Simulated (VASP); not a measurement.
Runs of VASP 6.6.1 on MnHg. The structure is that of space group Pm-3m (No. 221), or close to it. The cells are those of the table. 

```csv
spin,cell,smearing,gap on the mesh (eV),pressure (GPa)
off,"a = 3.369 Å, 2 atoms",fermi-dirac 0.1 eV,none,-16.2
off,"a = 3.201 Å, 2 atoms",fermi-dirac 0.1 eV,none,(d)
off,"a = 3.259 Å, 2 atoms",tetrahedron,none,-10.7
off,"a = 3.077 Å, 2 atoms",fermi-dirac 0.1 eV,none,(b)
"collinear, ferromagnetic start","a = 3.422 Å, 2 atoms",fermi-dirac 0.1 eV,none,-5.0
off,"a = 3.259 Å, 2 atoms",fermi-dirac 0.1 eV,none,(a)
off,"a = 2.971 Å, 2 atoms",fermi-dirac 0.1 eV,none,42.5
off,"a = 3.422 Å, 2 atoms",fermi-dirac 0.1 eV,none,-17.7
off,"a = 3.503 Å, 2 atoms",fermi-dirac 0.1 eV,none,(c)
off,"a = 3.315 Å, 2 atoms",fermi-dirac 0.1 eV,none,-13.8
off,"a = 3.140 Å, 2 atoms",fermi-dirac 0.1 eV,none,2.8
```

Alike in all rows: task single point; level PBE; potentials or basis VASP PAW PBE potentials, release 64 (Mn_pv, Hg); k mesh 10 × 10 × 10; cutoff (eV) 520.

Task: Fill in the values left out.

Result: (a) -10.2; (b) 13.9; (c) -18.9; (d) -4.9.

Caveats: spin-orbit coupling is left out, which moves the levels of the heavy elements; the cell stands under tension (at least some runs); the cell stands under pressure (at least some runs); tetrahedron occupations give inexact forces and stress in metals (at least some runs).

A k mesh can miss the band edges, and the runs leave out spin-orbit coupling on Hg.

A gap of «none» marks levels without a gap at the run's occupations.
